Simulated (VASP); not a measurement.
# AlIr (Pm-3m) in VASP: notebook

The runs below take AlIr through single point, with LDA.

Everything below comes from runs of VASP 6.6.1. Logs are shortened: lines on timing, memory, paths and dates and some standing lists are left out, and cuts for length are marked.

## Step 1: The cell of the first run

It takes space group Pm-3m (No. 221, cubic). The conventional cell has a = 2.995 Å, b = 2.995 Å, c = 2.995 Å, α = 90.00°, β = 90.00°, γ = 90.00°. Al (site symmetry m-3m) has 8 Ir at 2.59 Å and 6 Al at 2.99 Å within 3.4 Å. Ir (site symmetry m-3m) has 8 Al at 2.59 Å and 6 Ir at 2.99 Å within 3.4 Å.

## Step 2: Single point, LDA, collinear spin

File INCAR:

```
SYSTEM = AlIr
PREC = Accurate
ENCUT = 560
EDIFF = 1E-6
ISMEAR = -1
SIGMA = 0.03
LREAL = .False.
LASPH = .True.
NELM = 200
ALGO = Normal
ISIF = 2
LWAVE = .False.
LCHARG = .True.
ISPIN = 2
MAGMOM = 0 0.8
LORBIT = 11
LMAXMIX = 4
GGA = CA
LELF = .True.
LVHAR = .True.
NBANDS = 21
GGA_COMPAT = .False.
```

File KPOINTS:

```
Automatic mesh
0
Gamma
  11 11 11
  0 0 0
```

File POSCAR:

```
AlIr
1.0
    2.9945548500      0.0000000000      0.0000000000
    0.0000000000      2.9945548500      0.0000000000
    0.0000000000      0.0000000000      2.9945548500
Al Ir
1 1
Direct
    0.0000000000      0.0000000000      0.0000000000
    0.5000000000      0.5000000000      0.5000000000
```

Potentials or basis: VASP PAW LDA potentials, release 64 (Al, Ir_sv_GW).

On the command line:

```
cat potpaw_LDA.64/Al/POTCAR potpaw_LDA.64/Ir_sv_GW/POTCAR > POTCAR
mpirun -np 1 vasp_std > vasp.out
```

OUTCAR:

```text
SYSTEM = AlIr
   PREC = Accurate
   ENCUT = 560
   EDIFF = 1E-6
   ISMEAR = -1
   LREAL = .False.
   LASPH = .True.
   NELM = 200
   ISIF = 2
   ISPIN = 2
   LORBIT = 11
   GGA = CA

 ion  position               nearest neighbor table
   1  0.000  0.000  0.000-   2 2.59   2 2.59   2 2.59   2 2.59   2 2.59   2 2.59   2 2.59   2 2.59

   2  0.500  0.500  0.500-   1 2.59   1 2.59   1 2.59   1 2.59   1 2.59   1 2.59   1 2.59   1 2.59

  LATTYP: Found a simple cubic cell.
 ALAT       =     2.9945548500

  Lattice vectors:

 A1 = (   2.9945548500,   0.0000000000,   0.0000000000)
 A2 = (   0.0000000000,   2.9945548500,   0.0000000000)
 A3 = (   0.0000000000,   0.0000000000,   2.9945548500)

Analysis of symmetry for initial positions (statically):
=====================================================================
 Subroutine PRICEL returns:
 Original cell was already a primitive cell.

 Routine SETGRP: Setting up the symmetry group for a
 simple cubic supercell.

 Subroutine GETGRP returns: Found 48 space group operations
 (whereof 48 operations were pure point group operations)
 out of a pool of 48 trial point group operations.

The static configuration has the point symmetry O_h .

Analysis of symmetry for dynamics (positions and initial velocities):
=====================================================================
 Subroutine PRICEL returns:
 Original cell was already a primitive cell.

 Routine SETGRP: Setting up the symmetry group for a
 simple cubic supercell.

 Subroutine GETGRP returns: Found 48 space group operations
 (whereof 48 operations were pure point group operations)
 out of a pool of 48 trial point group operations.

The dynamic configuration has the point symmetry O_h .

Analysis of structural, dynamic, and magnetic symmetry:
=====================================================================
 Subroutine PRICEL returns:
 Original cell was already a primitive cell.

 Routine SETGRP: Setting up the symmetry group for a
 simple cubic supercell.

 Subroutine GETGRP returns: Found 48 space group operations
 (whereof 48 operations were pure point group operations)
 out of a pool of 48 trial point group operations.

The overall configuration has the point symmetry O_h .

 Subroutine INISYM returns: Found 48 space group operations
 (whereof 48 operations are pure point group operations),
 and found     1 'primitive' translations

----------------------------------------------------------------------------------------

                                     Primitive cell

  volume of cell :      26.8532

  direct lattice vectors                    reciprocal lattice vectors
     2.994554850  0.000000000  0.000000000     0.333939450  0.000000000  0.000000000
     0.000000000  2.994554850  0.000000000     0.000000000  0.333939450  0.000000000
     0.000000000  0.000000000  2.994554850     0.000000000  0.000000000  0.333939450

  length of vectors
     2.994554850  2.994554850  2.994554850     0.333939450  0.333939450  0.333939450

  position of ions in fractional coordinates (direct lattice)
     0.000000000  0.000000000  0.000000000
     0.500000000  0.500000000  0.500000000

  ion indices of the primitive-cell ions
   primitive index   ion index
                 1           1
                 2           2

----------------------------------------------------------------------------------------

 KPOINTS: Automatic mesh

Automatic generation of k-mesh.
 Grid dimensions read from file:
 generate k-points for:   11   11   11

 Generating k-lattice:

  Cartesian coordinates                     Fractional coordinates (reciprocal lattice)
     0.030358132  0.000000000  0.000000000     0.090909091  0.000000000  0.000000000
     0.000000000  0.030358132  0.000000000     0.000000000  0.090909091  0.000000000
     0.000000000  0.000000000  0.030358132     0.000000000  0.000000000  0.090909091

  Length of vectors
     0.030358132  0.030358132  0.030358132

  Shift w.r.t. Gamma in fractional coordinates (k-lattice)
     0.000000000  0.000000000  0.000000000

 Subroutine IBZKPT returns following result:
 ===========================================

 Found     56 irreducible k-points:

 Following reciprocal coordinates:
            Coordinates               Weight
  0.000000  0.000000  0.000000      1.000000
  0.090909  0.000000  0.000000      6.000000
  0.181818  0.000000  0.000000      6.000000
  0.272727  0.000000  0.000000      6.000000
  0.363636  0.000000  0.000000      6.000000
  0.454545  0.000000  0.000000      6.000000
[... 16 lines left out ...]
  0.181818  0.090909  0.090909     24.000000
  0.272727  0.090909  0.090909     24.000000
 [... further k-points ...]
   k-points           NKPTS =     56   k-points in BZ     NKDIM =     56   number of bands    NBANDS=     21
   number of dos      NEDOS =    301   number of ions     NIONS =      2
   total plane-waves  NPLWV =  13824
   dimension x,y,z NGX =    24 NGY =   24 NGZ =   24
   dimension x,y,z NGXF=    48 NGYF=   48 NGZF=   48
   ions per type =               1   1
   NGX,Y,Z   is equivalent  to a cutoff of  13.32, 13.32, 13.32 a.u.
   NGXF,Y,Z  is equivalent  to a cutoff of  26.65, 26.65, 26.65 a.u.
 SYSTEM =  AlIr
   PREC   = accura    normal or accurate (medium, high low for compatibility)
   ISTART =      0    job   : 0-new  1-cont  2-samecut
   ICHARG =      2    charge: 1-file 2-atom 10-const
   ISPIN  =      2    spin polarized calculation?
   LNONCOLLINEAR =      F non collinear calculations
   LSORBIT =      F    spin-orbit coupling
   LASPH  =      T    aspherical Exc in radial PAW
   ENCUT  =  560.0 eV  41.16 Ry    6.42 a.u.   5.78  5.78  5.78*2*pi/ulx,y,z
   NELM   =    200;   NELMIN=  2; NELMDL= -5     # of ELM steps
   EDIFF  = 0.1E-05   stopping-criterion for ELM
   LREAL  =      F    real-space projection
   EDIFFG = 0.1E-04   stopping-criterion for IOM
   NSW    =      0    number of steps for IOM
   IBRION =     -1    ionic relax: 0-MD 1-quasi-New 2-CG
   NFREE  =      0    steps in history (QN), initial steepest desc. (CG)
   ISIF   =      2    stress and relaxation
   ISYM   =      2    0-nonsym 1-usesym 2-fastsym
   POTIM  = 0.5000    time-step for ionic-motion
   TEBEG  =    0.0;   TEEND  =   0.0 temperature during run
   PSTRESS=    0.0 pullay stress
   NELECT =      20.0000    total number of electrons
   NUPDOWN=      -1.0000    fix difference up-down
   EMIN   =  10.00;   EMAX   =-10.00  energy-range for DOS
   EFERMI =   0.00;   METHOD = LEGACY
   ISMEAR =    -1;   SIGMA  =   0.03  broadening in eV -4-tet -1-fermi 0-gaus
   EFERMI_NEDOS =   21; number of points for ismear=-14 and -15
   IALGO  =     38    algorithm
   IMIX   =      4    mixing-type and parameters
     AMIX     =   0.40;   BMIX     =  1.00
     AMIX_MAG =   1.60;   BMIX_MAG =  1.00
  volume/ion in A,a.u.               =      13.43        90.61
  Fermi-wavevector in a.u.,A,eV,Ry     =   1.483950  2.804259 29.961487  2.202107
  Thomas-Fermi vector in A             =   2.597548
   LORBIT       =     11    0 simple, 1 ext, 2 COOP (PROOUT), +10 PAW based schemes
   GGA     = CA    functional components
   LHFCALC =     F    Hartree Fock is set to
   AEXX    =    0.0000 exact exchange contribution
   IVDW    =     0    specifies the selected vdW correction
   LEPSILON=     F    determine dielectric tensor
   LRPA    =     F    only Hartree local field effects (RPA)
 spin polarized calculation
  energy-cutoff  :      560.00
  volume of cell :       26.85
 maximum number of plane-waves:       819
 NGX is ok and might be reduce to    24
   NGX = 11   NGY = 11   NGZ = 11

 number of electron      20.0000001 magnetization       0.0058644

 number of electron      20.0000001 magnetization      -0.0000027

 Free energy of the ion-electron system (eV)
  ---------------------------------------------------
  ext. energy  EPLUGINS =         0.00000000
  ---------------------------------------------------
  free energy    TOTEN  =       -17.00342539 eV

  energy without entropy =      -17.00283563  energy(sigma->0) =      -17.00313051

 E-fermi :  11.8943     XC(G=0): -13.1415

 val. band max:       11.8454435879   @ k =   0.4545   0.4545   0.0909
 cond. band min:      12.0445598222   @ k =   0.4545   0.3636   0.0000
 fundamental gap:      0.1991162343
 Fermi energy:        11.8942707476

 spin component 1

 k-point     1 :       0.0000    0.0000    0.0000
  band No.  band energies     occupation
      1     -80.4126      1.00000
      2     -37.4625      1.00000
      3     -37.4625      1.00000
      4     -37.4625      1.00000
      5      -0.2896      1.00000
      6       6.0931      1.00000
[... 13 lines left out ...]
     20      32.2662      0.00000
     21      32.2662      0.00000
[... 529 lines left out ...]
 k-point    24 :       0.2727    0.0909    0.0909
  band No.  band energies     occupation
      1     -80.4088      1.00000
      2     -37.5520      1.00000
      3     -37.4671      1.00000
      4     -37.4663      1.00000
      5       1.4408      1.00000
      6       6.3647      1.00000
[... 13 lines left out ...]
     20      31.4758      0.00000
     21      31.8019      0.00000

 [... further k-points ...]

 spin component 2

 k-point     1 :       0.0000    0.0000    0.0000
  band No.  band energies     occupation
      1     -80.4126      1.00000
      2     -37.4625      1.00000
      3     -37.4625      1.00000
      4     -37.4625      1.00000
      5      -0.2896      1.00000
      6       6.0931      1.00000
[... 13 lines left out ...]
     20      32.2662      0.00000
     21      32.2662      0.00000
[... 529 lines left out ...]
 k-point    24 :       0.2727    0.0909    0.0909
  band No.  band energies     occupation
      1     -80.4088      1.00000
      2     -37.5520      1.00000
      3     -37.4671      1.00000
      4     -37.4663      1.00000
      5       1.4407      1.00000
      6       6.3647      1.00000
[... 13 lines left out ...]
     20      31.4758      0.00000
     21      31.8019      0.00000

 [... further k-points ...]

------------------------ aborting loop because EDIFF is reached ----------------------------------------

  FORCE on cell =-STRESS in cart. coord.  units (eV):
  Direction    XX          YY          ZZ          XY          YZ          ZX
  --------------------------------------------------------------------------------------
  -------------------------------------------------------------------------------------
  Total       -1.0869894     -1.0869894     -1.0869894     -0.0000000      0.0000000      0.0000000
  in kB      -64.8543421    -64.8543421    -64.8543421     -0.0000000      0.0000000      0.0000000
  external PRESSURE =     -64.8543421 kB  Pullay stress =       0.0000000 kB

 VOLUME and BASIS-vectors are now :
 -----------------------------------------------------------------------------
  energy-cutoff  :      560.00
  volume of cell :       26.85
      direct lattice vectors                 reciprocal lattice vectors
     2.994554850  0.000000000  0.000000000     0.333939450  0.000000000  0.000000000
     0.000000000  2.994554850  0.000000000     0.000000000  0.333939450  0.000000000
     0.000000000  0.000000000  2.994554850     0.000000000  0.000000000  0.333939450

 POSITION                                       TOTAL-FORCE (eV/Angst)
 -----------------------------------------------------------------------------------
      0.00000      0.00000      0.00000         0.000000      0.000000      0.000000
      1.49728      1.49728      1.49728         0.000000      0.000000      0.000000
 -----------------------------------------------------------------------------------
    total drift:                                0.000000     -0.000000     -0.000000

  FREE ENERGIE OF THE ION-ELECTRON SYSTEM (eV)
  ---------------------------------------------------
  free  energy   TOTEN  =       -17.0034253879 eV

  energy  without entropy=      -17.0028356290  energy(sigma->0) =      -17.00313051

 total charge

# of ion       s       p       d       f       tot
--------------------------------------------------
    1        0.370   0.418   0.000   0.000   0.788
    2        3.776   6.094   6.532   0.009  16.411
--------------------------------------------------
tot          4.146   6.512   6.532   0.009  17.198

 magnetization (x)

# of ion       s       p       d       f       tot
--------------------------------------------------
    1       -0.000   0.000   0.000   0.000   0.000
    2        0.000  -0.000  -0.000  -0.000  -0.000
--------------------------------------------------
tot          0.000  -0.000  -0.000  -0.000  -0.000
```

Wall time 16 s (1 thread of Intel Xeon 6975P-C (Granite Rapids), shared host); peak memory 0.17 GiB.

What came out:

```yaml
Free_energy: -17.0034 eV
Pressure: -6.5 GPa
Band_gap_on_the_k_mesh: zero (filled and empty bands overlap)
Net_moment: 0.00 μB per cell
Valence_electrons_inside_the_program's_atomic_spheres: Al 0.79; Ir 16.41
```

Caveat: the cell stands under tension; spin-orbit coupling is left out, which moves the levels of the heavy elements.

## Step 3: Single point, LDA, collinear spin

File INCAR:

```
PREC     = Accurate       # precision mode
ENCUT    = 560            # plane-wave cutoff, eV
EDIFF    = 1E-6           # SCF threshold, eV
ISMEAR   = -1             # smearing method
SIGMA    = 0.03           # smearing width, eV
LREAL    = False          # projectors in reciprocal space
LASPH    = True           # aspherical terms in the spheres
NELM     = 200            # most SCF steps
ALGO     = Normal         # electronic algorithm
ISIF     = 2              # what is computed and relaxed
LWAVE    = False          # write WAVECAR
LCHARG   = False          # write CHGCAR
ISPIN    = 2              # spin polarisation
MAGMOM   = 0 1.2          # initial moments
LORBIT   = 11             # projections on sites
NUPDOWN  = 1.2            # fixed moment
LMAXMIX  = 4              # l up to which the mixer works
GGA      = CA             # functional
NBANDS   = 21             # bands
GGA_COMPAT= False
```

File KPOINTS:

```
Automatic mesh
0
Gamma
  11 11 11
```

POSCAR is that of step 2.

Potentials or basis: VASP PAW LDA potentials, release 64 (Al, Ir_sv_GW).

On the command line:

```
cat potpaw_LDA.64/Al/POTCAR potpaw_LDA.64/Ir_sv_GW/POTCAR > POTCAR
mpirun -np 1 vasp_std > vasp.out
```

Run time: 16 s. Hardware: 1 thread of Intel Xeon 6975P-C (Granite Rapids), shared host; peak memory 0.17 GiB.

Results (log left out):

```yaml
Free_energy: -15.9197 eV
Pressure: 4.8 GPa
Net_moment: 1.20 μB per cell
Site_moments: Al +0.04; Ir +1.07 μB
Valence_electrons_inside_the_program's_atomic_spheres: Al 0.81; Ir 16.50
```

Caveat: the cell stands under pressure; spin-orbit coupling is left out, which moves the levels of the heavy elements; the total moment is fixed, so each spin has its own Fermi level and the state may be an excited one.

## Step 4: Single point, LDA, collinear spin, zero start

File INCAR:

```
SYSTEM = AlIr
  PREC = Accurate
  ENCUT = 560
  EDIFF = 1E-6
  ISMEAR = -1
  SIGMA = 0.03
  LREAL = .False.
  LASPH = .True.
  NELM = 200
  ALGO = Normal
  ISIF = 2
  LWAVE = .False.
  LCHARG = .False.
  ISPIN = 2
  MAGMOM = 0 0
  LORBIT = 11
  NUPDOWN = 0.0
  LMAXMIX = 4
  NBANDS = 21
  GGA_COMPAT = .False.
```

File KPOINTS:

```
Automatic mesh
0
Gamma
  11 11 11
  0 0 0
```

POSCAR is that of step 3.

On the command line:

```
cat potpaw_LDA.64/Al/POTCAR potpaw_LDA.64/Ir_sv_GW/POTCAR > POTCAR
mpirun -np 1 vasp_std > vasp.out
```

It took 37 s on 1 thread of Intel Xeon 6975P-C (Granite Rapids), shared host; peak memory 0.17 GiB.

The run converged. Its results:

```
Free energy                                           : -17.0034 eV
Pressure                                              : -6.4 GPa
Net moment                                            : 0.00 μB per cell
Valence electrons inside the program's atomic spheres : Al 0.79; Ir 16.41
```

Caveat: the cell stands under tension; spin-orbit coupling is left out, which moves the levels of the heavy elements; the total moment is fixed, so each spin has its own Fermi level.

## Step 5: Single point, LDA, collinear spin

File INCAR:

```
ALGO     = Normal         # electronic algorithm
EDIFF    = 1E-6           # SCF threshold, eV
ENCUT    = 560            # plane-wave cutoff, eV
GGA      = CA             # functional
GGA_COMPAT= F            
ISIF     = 2              # what is computed and relaxed
ISMEAR   = -1             # smearing method
ISPIN    = 2              # spin polarisation
LASPH    = T              # aspherical terms in the spheres
LCHARG   = F              # write CHGCAR
LMAXMIX  = 4              # l up to which the mixer works
LORBIT   = 11             # projections on sites
LREAL    = F              # projectors in reciprocal space
LWAVE    = F              # write WAVECAR
MAGMOM   = 0 0.2          # initial moments
NBANDS   = 21             # bands
NELM     = 200            # most SCF steps
NUPDOWN  = 0.2            # fixed moment
PREC     = Accurate       # precision mode
SIGMA    = 0.03           # smearing width, eV
```

File KPOINTS:

```
k-points
0
Gamma
  11 11 11
```

POSCAR is that of step 4.

On the command line:

```
cat potpaw_LDA.64/Al/POTCAR potpaw_LDA.64/Ir_sv_GW/POTCAR > POTCAR
mpirun -np 1 vasp_std > vasp.out
```

Run time: 25 s. Hardware: 1 thread of AMD EPYC 9R45 (Zen 5), shared host; peak memory 0.15 GiB.

It converged, with:

```
Free energy                                           : -16.9527 eV
Pressure                                              : -5.6 GPa
Net moment                                            : 0.20 μB per cell
Site moments                                          : Al +0.00; Ir +0.19 μB
Valence electrons inside the program's atomic spheres : Al 0.79; Ir 16.42
```

Caveat: the cell stands under tension; spin-orbit coupling is left out, which moves the levels of the heavy elements; the total moment is fixed, so each spin has its own Fermi level and the state may be an excited one.

## Step 6: The runs side by side

```tsv
spin	fixed moment (μB)	pressure (GPa)	moment (μB)
collinear	-	-6.5	0.00
collinear	1.2	4.8	1.20
collinear, zero start	0.0	-6.4	0.00
collinear	0.2	-5.6	0.20
```

Alike in all rows: task single point; level LDA; potentials or basis VASP PAW LDA potentials, release 64 (Al, Ir_sv_GW); cell as given; k mesh 11 × 11 × 11; cutoff (eV) 560; smearing fermi-dirac 0.03 eV.

Caveats: spin-orbit coupling is left out, which moves the levels of the heavy elements; the cell stands under tension (at least some runs); the total moment is fixed, so each spin has its own Fermi level and the state may be an excited one (at least some runs); the cell stands under pressure (at least some runs); the total moment is fixed, so each spin has its own Fermi level (at least some runs).

Total energies depend on the potentials used, so only differences within one code and one set of settings carry meaning.

The gap in the log of VASP goes by the Fermi energy; the results here count the filled bands.